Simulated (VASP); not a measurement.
Input of a VASP 6.6.1 run:

Contents of POSCAR:

```
NaLaMnMoO6
1.0
    5.1093400000     -0.0066900000      0.0105600000
   -0.2394500000      5.6892500000      0.0070300000
   -0.9289900000     -2.8254200000      5.1188400000
Na La Mn Mo O
1 1 1 1 6
Direct
    0.4077600000      0.3808600000      0.0751900000
    0.0369000000      0.6632500000      0.6859800000
    0.4427100000      0.0426800000      0.4063800000
    0.9025100000      0.9638700000      0.3044200000
    0.7362700000      0.6956900000      0.9941700000
    0.7228800000      0.9184600000      0.5529900000
    0.7011200000      0.2736800000      0.3729200000
    0.1922400000      0.7532500000      0.3666000000
    0.1792600000      0.0336500000      0.1167200000
    0.2003400000      0.2746200000      0.6319700000
```

Contents of INCAR.step1:

```
SYSTEM = NaLaMnMoO6
PREC = Accurate
ENCUT = 520
EDIFF = 1E-6
ISMEAR = -1
SIGMA = 0.05
LREAL = .FALSE.
LASPH = .TRUE.
NELM = 100
ALGO = Normal
ISIF = 2
LWAVE = .FALSE.
LCHARG = .TRUE.
ISPIN = 2
MAGMOM = 0 0 4 1 0 0 0 0 0 0
LMAXMIX = 6
GGA = PE
KPAR = 4
```

The input KPOINTS.step1:

```
Automatic mesh
0
G
  6 6 5
  0 0 0
```

INCAR.step2

```
SYSTEM = NaLaMnMoO6
PREC = Accurate
ENCUT = 520
EDIFF = 1E-6
ISMEAR = -5
SIGMA = 0.05
LREAL = .FALSE.
LASPH = .TRUE.
NELM = 100
ALGO = Normal
ISIF = 2
LWAVE = .FALSE.
LCHARG = .FALSE.
ISPIN = 2
MAGMOM = 0 0 4 1 0 0 0 0 0 0
LORBIT = 11
LMAXMIX = 6
GGA = PE
KPAR = 4
NEDOS = 1001
ICHARG = 11
```

KPOINTS.step2

```
Automatic mesh
0
G
  9 9 8
  0 0 0
```

Potentials or basis: VASP PAW PBE potentials, release 64 (Na_pv, La, Mn_pv, Mo_sv, O).

Command:

```console
$ cat potpaw_PBE.64/Na_pv/POTCAR potpaw_PBE.64/La/POTCAR potpaw_PBE.64/Mn_pv/POTCAR potpaw_PBE.64/Mo_sv/POTCAR potpaw_PBE.64/O/POTCAR > POTCAR
$ cp INCAR.step1 INCAR
$ cp KPOINTS.step1 KPOINTS
$ mpirun -np 4 vasp_std > vasp.out
$ cp INCAR.step2 INCAR
$ cp KPOINTS.step2 KPOINTS
$ mpirun -np 4 vasp_std > vasp.out
```

Question: What does it give for the net moment?

Answer: 3.00 μB per cell.

Question: Estimate the site moments.

Answer: Na +0.00; La +0.02; Mn +3.03; Mo -0.31; O +0.02, +0.00, -0.00, +0.01, +0.07 (each value once) μB.

Caveat: a cell with one magnetic atom can't hold antiferromagnetic order, which such compounds often take.
